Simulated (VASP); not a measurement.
Wanted: the native input for a VASP 6.6.1 run.

* Task: single point
* Functional: PBE
* Potentials or basis: VASP PAW PBE potentials, release 64 (Ca_sv, Se)
* Cutoff: 520 eV
* k mesh: 4 × 4 × 6
* Occupations: gaussian, width 0.02 eV
* Spin: no spin polarisation
* Dipole correction: no
* Further INCAR settings: ALGO = Normal; EDIFF = 1e-07; NBANDS = 15

The structure of CaSe lies in POSCAR:

```
CaSe
1.0
    7.4167563155      0.0000000000      0.0000000000
    0.0000000000      7.4167563155      0.0000000000
    0.0000000000      0.0000000000      5.2772654045
Ca Se
1 1
Direct
    0.5000000000      0.5000000000      0.5000000000
    0.5000000000      0.5000000000      0.0000000000
```

The cell was generated, and may not be a known phase.

One way to write it, as run:

INCAR

```
SYSTEM = CaSe
ALGO = Normal ; EDIFF = 1E-7
ENCUT = 520 ; GGA = PE
ISIF = 2 ; ISMEAR = 0
LASPH = .TRUE. ; LCHARG = .FALSE.
LREAL = .FALSE. ; LWAVE = .FALSE.
NBANDS = 15 ; NELM = 60
PREC = Accurate ; SIGMA = 0.02
```

KPOINTS

```
k-points
0
G
  4 4 6
  0 0 0
```

Potentials or basis: VASP PAW PBE potentials, release 64 (Ca_sv, Se).

The run is started by

```console
$ cat potpaw_PBE.64/Ca_sv/POTCAR potpaw_PBE.64/Se/POTCAR > POTCAR
$ mpirun -np 1 vasp_std > vasp.out
```

Results of the run:

```json
{
 "Pressure": "0.0 GPa",
 "Band gap on the k mesh": "2.09 eV (least direct gap 2.10 eV)"
}
```

Wall time 2.8 min on 1 thread of Oxide Virtual Turin-like Processor (shared host), peak memory 0.34 GiB.
